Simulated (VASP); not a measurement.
# HfO2 (fluorite type) (Fm-3m) in VASP: notebook

HfO2 (fluorite type) is run at these levels: PBE; tasks: single point.

Everything below comes from runs of VASP 6.6.1. Logs are shortened: lines on timing, memory, paths and dates and some standing lists are left out, and cuts for length are marked.

### Step 1. The cell of the first run

It takes space group Fm-3m (No. 225, cubic). Conventional cell: a = 4.732 Å, b = 4.732 Å, c = 4.732 Å, α = 90.00°, β = 90.00°, γ = 90.00°. Hf (site symmetry m-3m) has 8 O at 2.05 Å within 2.7 Å. O (site symmetry -43m) has 4 Hf at 2.05 Å and 6 O at 2.37 Å within 2.7 Å.

### Step 2. Single point, PBE (volume scaled by 0.8)

The input, INCAR:

```
SYSTEM = HfO2
ALGO = Normal ; EDIFF = 1E-6
ENCUT = 520 ; GGA = PE
ISIF = 2 ; ISMEAR = -1
LASPH = .True. ; LCHARG = .True.
LELF = .True. ; LREAL = .False.
LVHAR = .True. ; LWAVE = .False.
NBANDS = 18 ; NELM = 100
PREC = Accurate ; SIGMA = 0.05
```

The input, KPOINTS:

```
k-points
0
Gamma
  11 11 11
  0 0 0
```

The input, POSCAR:

```
HfO2
1.0
    0.0000000000      2.3660332023      2.3660332023
    2.3660332023      0.0000000000      2.3660332023
    2.3660332023      2.3660332023      0.0000000000
Hf O
1 2
Direct
    0.0000000000      0.0000000000      0.0000000000
    0.2500000000      0.2500000000      0.2500000000
    0.7500000000      0.7500000000      0.7500000000
```

Potentials or basis: VASP PAW PBE potentials, release 64 (Hf_pv, O).

Started as:

```bash
> cat potpaw_PBE.64/Hf_pv/POTCAR potpaw_PBE.64/O/POTCAR > POTCAR
> mpirun -np 1 vasp_std > vasp.out
```

OUTCAR:

```text
SYSTEM = HfO2
   EDIFF = 1E-6
   ENCUT = 520
   GGA = PE
   ISIF = 2
   ISMEAR = -1
   LASPH = .True.
   LREAL = .False.
   NELM = 100
   PREC = Accurate

 ion  position               nearest neighbor table
   1  0.000  0.000  0.000-   3 2.05   3 2.05   3 2.05   2 2.05   3 2.05   2 2.05   2 2.05   2 2.05

   2  0.250  0.250  0.250-   1 2.05   1 2.05   1 2.05   1 2.05
   3  0.750  0.750  0.750-   1 2.05   1 2.05   1 2.05   1 2.05

  LATTYP: Found a face centered cubic cell.
 ALAT       =     4.7320664046

  Lattice vectors:

 A1 = (   0.0000000000,   2.3660332023,   2.3660332023)
 A2 = (   2.3660332023,   0.0000000000,   2.3660332023)
 A3 = (   2.3660332023,   2.3660332023,   0.0000000000)

Analysis of symmetry for initial positions (statically):
=====================================================================
 Subroutine PRICEL returns:
 Original cell was already a primitive cell.

 Routine SETGRP: Setting up the symmetry group for a
 face centered cubic supercell.

 Subroutine GETGRP returns: Found 48 space group operations
 (whereof 48 operations were pure point group operations)
 out of a pool of 48 trial point group operations.

The static configuration has the point symmetry O_h .

Analysis of symmetry for dynamics (positions and initial velocities):
=====================================================================
 Subroutine PRICEL returns:
 Original cell was already a primitive cell.

 Routine SETGRP: Setting up the symmetry group for a
 face centered cubic supercell.

 Subroutine GETGRP returns: Found 48 space group operations
 (whereof 48 operations were pure point group operations)
 out of a pool of 48 trial point group operations.

The dynamic configuration has the point symmetry O_h .

 Subroutine INISYM returns: Found 48 space group operations
 (whereof 48 operations are pure point group operations),
 and found     1 'primitive' translations

----------------------------------------------------------------------------------------

                                     Primitive cell

  volume of cell :      26.4906

  direct lattice vectors                    reciprocal lattice vectors
     0.000000000  2.366033202  2.366033202    -0.211324169  0.211324169  0.211324169
     2.366033202  0.000000000  2.366033202     0.211324169 -0.211324169  0.211324169
     2.366033202  2.366033202  0.000000000     0.211324169  0.211324169 -0.211324169

  length of vectors
     3.346076244  3.346076244  3.346076244     0.366024197  0.366024197  0.366024197

  position of ions in fractional coordinates (direct lattice)
     0.000000000  0.000000000  0.000000000
     0.250000000  0.250000000  0.250000000
     0.750000000  0.750000000  0.750000000

  ion indices of the primitive-cell ions
   primitive index   ion index
                 1           1
                 2           2
                 3           3

----------------------------------------------------------------------------------------

 KPOINTS: k-points

Automatic generation of k-mesh.
 Grid dimensions read from file:
 generate k-points for:   11   11   11

 Generating k-lattice:

  Cartesian coordinates                     Fractional coordinates (reciprocal lattice)
    -0.019211288  0.019211288  0.019211288     0.090909091  0.000000000  0.000000000
     0.019211288 -0.019211288  0.019211288     0.000000000  0.090909091  0.000000000
     0.019211288  0.019211288 -0.019211288     0.000000000  0.000000000  0.090909091

  Length of vectors
     0.033274927  0.033274927  0.033274927

  Shift w.r.t. Gamma in fractional coordinates (k-lattice)
     0.000000000  0.000000000  0.000000000

 Subroutine IBZKPT returns following result:
 ===========================================

 Found     56 irreducible k-points:

 Following reciprocal coordinates:
            Coordinates               Weight
  0.000000  0.000000  0.000000      1.000000
  0.090909  0.000000  0.000000      8.000000
  0.181818  0.000000  0.000000      8.000000
  0.272727  0.000000  0.000000      8.000000
  0.363636  0.000000  0.000000      8.000000
  0.454545  0.000000  0.000000      8.000000
[... 16 lines left out ...]
 -0.272727  0.181818  0.000000     24.000000
 -0.181818  0.181818  0.000000     12.000000
 [... further k-points ...]
   k-points           NKPTS =     56   k-points in BZ     NKDIM =     56   number of bands    NBANDS=     18
   number of dos      NEDOS =    301   number of ions     NIONS =      3
   total plane-waves  NPLWV =  21952
   dimension x,y,z NGX =    28 NGY =   28 NGZ =   28
   dimension x,y,z NGXF=    56 NGYF=   56 NGZF=   56
   ions per type =               1   2
   NGX,Y,Z   is equivalent  to a cutoff of  13.91, 13.91, 13.91 a.u.
   NGXF,Y,Z  is equivalent  to a cutoff of  27.82, 27.82, 27.82 a.u.
 SYSTEM =  HfO2
   PREC   = accura    normal or accurate (medium, high low for compatibility)
   ISTART =      0    job   : 0-new  1-cont  2-samecut
   ICHARG =      2    charge: 1-file 2-atom 10-const
   ISPIN  =      1    spin polarized calculation?
   LNONCOLLINEAR =      F non collinear calculations
   LSORBIT =      F    spin-orbit coupling
   LASPH  =      T    aspherical Exc in radial PAW
   ENCUT  =  520.0 eV  38.22 Ry    6.18 a.u.   6.22  6.22  6.22*2*pi/ulx,y,z
   NELM   =    100;   NELMIN=  2; NELMDL= -5     # of ELM steps
   EDIFF  = 0.1E-05   stopping-criterion for ELM
   LREAL  =      F    real-space projection
   EDIFFG = 0.1E-04   stopping-criterion for IOM
   NSW    =      0    number of steps for IOM
   IBRION =     -1    ionic relax: 0-MD 1-quasi-New 2-CG
   NFREE  =      0    steps in history (QN), initial steepest desc. (CG)
   ISIF   =      2    stress and relaxation
   ISYM   =      2    0-nonsym 1-usesym 2-fastsym
   POTIM  = 0.5000    time-step for ionic-motion
   TEBEG  =    0.0;   TEEND  =   0.0 temperature during run
   PSTRESS=    0.0 pullay stress
   NELECT =      22.0000    total number of electrons
   NUPDOWN=      -1.0000    fix difference up-down
   EMIN   =  10.00;   EMAX   =-10.00  energy-range for DOS
   EFERMI =   0.00;   METHOD = LEGACY
   ISMEAR =    -1;   SIGMA  =   0.05  broadening in eV -4-tet -1-fermi 0-gaus
   EFERMI_NEDOS =   21; number of points for ismear=-14 and -15
   IALGO  =     38    algorithm
   IMIX   =      4    mixing-type and parameters
     AMIX     =   0.40;   BMIX     =  1.00
     AMIX_MAG =   1.60;   BMIX_MAG =  1.00
  volume/ion in A,a.u.               =       8.83        59.59
  Fermi-wavevector in a.u.,A,eV,Ry     =   1.538810  2.907929 32.217712  2.367935
  Thomas-Fermi vector in A             =   2.645126
   LORBIT       =      0    0 simple, 1 ext, 2 COOP (PROOUT), +10 PAW based schemes
   GGA     = PE    functional components
   LHFCALC =     F    Hartree Fock is set to
   AEXX    =    0.0000 exact exchange contribution
   IVDW    =     0    specifies the selected vdW correction
   LEPSILON=     F    determine dielectric tensor
   LRPA    =     F    only Hartree local field effects (RPA)
 non-spin polarized calculation
  energy-cutoff  :      520.00
  volume of cell :       26.49
 maximum number of plane-waves:       725
 NGX is ok and might be reduce to    28
   NGX = 13   NGY = 13   NGZ = 13

 number of electron      21.9999997 magnetization

 Free energy of the ion-electron system (eV)
  ---------------------------------------------------
  ext. energy  EPLUGINS =         0.00000000
  ---------------------------------------------------
  free energy    TOTEN  =       -28.93117160 eV

  energy without entropy =      -28.93117160  energy(sigma->0) =      -28.93117160

 E-fermi :   7.1680     XC(G=0): -12.9882

 val. band max:        6.1661732033   @ k =  -0.4545   0.4545   0.0000
 cond. band min:      10.5203508200   @ k =   0.0000   0.0000   0.0000
 fundamental gap:      4.3541776167
 Fermi energy:         7.1679631525

 k-point     1 :       0.0000    0.0000    0.0000
  band No.  band energies     occupation
      1     -22.5849      2.00000
      2     -22.5849      2.00000
      3     -22.5849      2.00000
      4     -13.9128      2.00000
      5      -9.7556      2.00000
      6      -0.5555      2.00000
[... 10 lines left out ...]
     17      19.4973      0.00000
     18      20.9192      0.00000

 k-point     2 :       0.0909    0.0000    0.0000
  band No.  band energies     occupation
      1     -22.6875      2.00000
      2     -22.5946      2.00000
      3     -22.5946      2.00000
      4     -13.7150      2.00000
      5      -9.9147      2.00000
      6      -0.4492      2.00000
[... 10 lines left out ...]
     17      19.2451      0.00000
     18      20.9156      0.00000

 k-point     3 :       0.1818    0.0000    0.0000
  band No.  band energies     occupation
      1     -22.9457      2.00000
      2     -22.6205      2.00000
      3     -22.6205      2.00000
      4     -13.2156      2.00000
      5     -10.2634      2.00000
      6      -0.1634      2.00000
[... 10 lines left out ...]
     17      18.7232      0.00000
     18      20.9071      0.00000

 k-point     4 :       0.2727    0.0000    0.0000
  band No.  band energies     occupation
      1     -23.2532      2.00000
      2     -22.6540      2.00000
      3     -22.6540      2.00000
      4     -12.6775      2.00000
      5     -10.5161      2.00000
      6       0.2037      2.00000
[... 10 lines left out ...]
     17      18.2631      0.00000
     18      20.8633      0.00000

 k-point     5 :       0.3636    0.0000    0.0000
  band No.  band energies     occupation
      1     -23.5114      2.00000
      2     -22.6845      2.00000
      3     -22.6845      2.00000
      4     -12.4169      2.00000
      5     -10.4325      2.00000
      6       0.5141      2.00000
[... 10 lines left out ...]
     17      18.0431      0.00000
     18      20.8531      0.00000

 k-point     6 :       0.4545    0.0000    0.0000
  band No.  band energies     occupation
      1     -23.6558      2.00000
      2     -22.7025      2.00000
      3     -22.7025      2.00000
      4     -12.3973      2.00000
      5     -10.2086      2.00000
      6       0.6733      2.00000
[... 10 lines left out ...]
     17      18.0045      0.00000
     18      20.8860      0.00000

 k-point     7 :       0.0909    0.0909    0.0000
  band No.  band energies     occupation
      1     -22.6984      2.00000
      2     -22.6094      2.00000
      3     -22.6094      2.00000
      4     -13.6461      2.00000
      5      -9.9696      2.00000
      6      -0.4180      2.00000
[... 10 lines left out ...]
     17      19.2926      0.00000
     18      20.9111      0.00000

 k-point     8 :       0.1818    0.0909    0.0000
  band No.  band energies     occupation
      1     -22.8916      2.00000
      2     -22.6394      2.00000
      3     -22.6325      2.00000
      4     -13.2354      2.00000
      5     -10.2626      2.00000
      6      -0.1942      2.00000
[... 10 lines left out ...]
     17      18.9871      0.00000
     18      20.9057      0.00000
[... 229 lines left out ...]
     17      18.3947      0.00000
     18      20.8981      0.00000

 k-point    20 :       0.4545    0.1818    0.0000
  band No.  band energies     occupation
      1     -23.5261      2.00000
      2     -22.8843      2.00000
      3     -22.7598      2.00000
      4     -11.8530      2.00000
      5     -10.6694      2.00000
      6       0.3306      2.00000
[... 10 lines left out ...]
     17      18.5553      0.00000
     18      20.8946      0.00000

 k-point    21 :      -0.4545    0.1818    0.0000
  band No.  band energies     occupation
      1     -23.5728      2.00000
      2     -22.9521      2.00000
      3     -22.7518      2.00000
      4     -11.8748      2.00000
      5     -10.4816      2.00000
      6       0.2813      2.00000
[... 10 lines left out ...]
     17      18.3260      0.00000
     18      20.8956      0.00000

 k-point    22 :      -0.3636    0.1818    0.0000
  band No.  band energies     occupation
      1     -23.5206      2.00000
      2     -22.9724      2.00000
      3     -22.7243      2.00000
      4     -11.8559      2.00000
      5     -10.5911      2.00000
      6       0.2683      2.00000
[... 10 lines left out ...]
     17      18.5131      0.00000
     18      20.8924      0.00000

 k-point    23 :      -0.2727    0.1818    0.0000
  band No.  band energies     occupation
      1     -23.3930      2.00000
      2     -22.9270      2.00000
      3     -22.6858      2.00000
      4     -11.9295      2.00000
      5     -10.8095      2.00000
      6       0.1959      2.00000
[... 10 lines left out ...]
     17      18.8225      0.00000
     18      20.8912      0.00000

 k-point    24 :      -0.1818    0.1818    0.0000
  band No.  band energies     occupation
      1     -23.2312      2.00000
      2     -22.8198      2.00000
      3     -22.6483      2.00000
      4     -12.3463      2.00000
      5     -10.7347      2.00000
      6       0.0832      2.00000
[... 10 lines left out ...]
     17      18.4909      0.00000
     18      20.8999      0.00000

 [... further k-points ...]

------------------------ aborting loop because EDIFF is reached ----------------------------------------

  FORCE on cell =-STRESS in cart. coord.  units (eV):
  Direction    XX          YY          ZZ          XY          YZ          ZX
  --------------------------------------------------------------------------------------
  -------------------------------------------------------------------------------------
  Total       13.5366461     13.5366461     13.5366461      0.0000000      0.0000000      0.0000000
  in kB      818.7082352    818.7082352    818.7082352      0.0000000      0.0000000      0.0000000
  external PRESSURE =     818.7082352 kB  Pullay stress =       0.0000000 kB

 VOLUME and BASIS-vectors are now :
 -----------------------------------------------------------------------------
  energy-cutoff  :      520.00
  volume of cell :       26.49
      direct lattice vectors                 reciprocal lattice vectors
     0.000000000  2.366033202  2.366033202    -0.211324169  0.211324169  0.211324169
     2.366033202  0.000000000  2.366033202     0.211324169 -0.211324169  0.211324169
     2.366033202  2.366033202  0.000000000     0.211324169  0.211324169 -0.211324169

 POSITION                                       TOTAL-FORCE (eV/Angst)
 -----------------------------------------------------------------------------------
      0.00000      0.00000      0.00000         0.000000     -0.000000     -0.000000
      1.18302      1.18302      1.18302        -0.000000     -0.000000     -0.000000
      3.54905      3.54905      3.54905         0.000000      0.000000      0.000000
 -----------------------------------------------------------------------------------
    total drift:                                0.000000      0.000000      0.000000

  FREE ENERGIE OF THE ION-ELECTRON SYSTEM (eV)
  ---------------------------------------------------
  free  energy   TOTEN  =       -28.9311715962 eV

  energy  without entropy=      -28.9311715961  energy(sigma->0) =      -28.93117160
```

It took 35 s on 1 thread of Intel Xeon 6975P-C (Granite Rapids), shared host; peak memory 0.17 GiB.

What came out:

```yaml
Free_energy: -28.9312 eV
Pressure: 81.9 GPa
Band_gap_on_the_k_mesh: 4.35 eV, indirect (least direct gap 4.55 eV)
```

Caveat: spin-orbit coupling is left out, which moves the levels of the heavy elements. A k mesh can miss the band edges.

### Step 3. Single point, PBE (volume scaled by 0.88)

The input, INCAR:

```
ALGO = Normal
EDIFF = 1E-6
ENCUT = 520
GGA = PE
ISIF = 2
ISMEAR = -1
LASPH = T
LCHARG = F
LREAL = F
LWAVE = F
NBANDS = 18
NELM = 100
PREC = Accurate
SIGMA = 0.05
```

The input, KPOINTS:

```
k-points
0
Gamma
  11 11 11
```

The input, POSCAR:

```
HfO2
1.0
    0.0000000000      2.4424090272      2.4424090272
    2.4424090272      0.0000000000      2.4424090272
    2.4424090272      2.4424090272      0.0000000000
Hf O
1 2
Direct
    0.0000000000      0.0000000000      0.0000000000
    0.2500000000      0.2500000000      0.2500000000
    0.7500000000      0.7500000000      0.7500000000
```

Potentials or basis: VASP PAW PBE potentials, release 64 (Hf_pv, O).

Started as:

```bash
> cat potpaw_PBE.64/Hf_pv/POTCAR potpaw_PBE.64/O/POTCAR > POTCAR
> mpirun -np 1 vasp_std > vasp.out
```

It took 28 s on 1 thread of Intel Xeon 6975P-C (Granite Rapids), shared host; peak memory 0.17 GiB.

It converged, with:

| Quantity | Value |
| --- | --- |
| Free energy | -29.8850 eV |
| Pressure | 36.3 GPa |
| Band gap on the k mesh | 4.17 eV, indirect (least direct gap 4.28 eV) |

Levels at points of the mesh, in eV from the valence-band top:
| k point | band 9 | band 10 | band 11 | band 12 | band 13 | band 14 |
| --- | --- | --- | --- | --- | --- | --- |
| (0.00, 0.00, 0.00) | -0.62 | -0.62 | -0.62 | 4.17 | 4.17 | 6.78 |

Caveat: spin-orbit coupling is left out, which moves the levels of the heavy elements. A k mesh can miss the band edges.
